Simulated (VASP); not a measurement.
Crystal: CdS (Hawleyite).

```
Cd S
1.0
     0.00000    2.91650    2.91650
     2.91650    0.00000    2.91650
     2.91650    2.91650    0.00000
Cd S
1 1
Cartesian
  0.0000 0.0000 0.0000
  4.3748 4.3748 4.3748
```

- Program: VASP 6.6.1
- Task: relaxation of cell and atoms
- Functional: PBEsol
- Dispersion: D3(BJ)
- Potentials or basis: VASP PAW PBE potentials, release 64 (Cd, S)
- Cutoff: 600 eV
- k mesh: 8 × 8 × 8
- Occupations: fermi-dirac, width 0.05 eV
- Spin: no spin polarisation

At the start: pressure -1.7 GPa; volume 24.81 Å³/atom.

How do energy, volume and symmetry change on relaxing?

Over 3 steps the energy falls by 3.5 meV/atom and the volume is 24.15 Å³/atom (-2.6 %); space group F-43m (No. 216, to 0.05 Å).

Step by step:
| step | energy change (eV) | largest force (eV/Å) | pressure (GPa) | volume (Å³) |
| --- | --- | --- | --- | --- |
| 1 | 0.0000 | 0.0000 | -1.67 | 49.62 |
| 2 | -0.0058 | 0.0000 | 0.74 | 47.78 |
| 3 | -0.0070 | 0.0000 | 0.00 | 48.30 |

Final structure:
```
Cd S
1.0
     0.00000    2.89051    2.89051
     2.89051    0.00000    2.89051
     2.89051    2.89051    0.00000
Cd S
1 1
Direct
  0.00000 0.00000 0.00000
  0.75000 0.75000 0.75000
```

Caveat: the PAW data sets were made with another functional, which shifts forces and pressure a little.
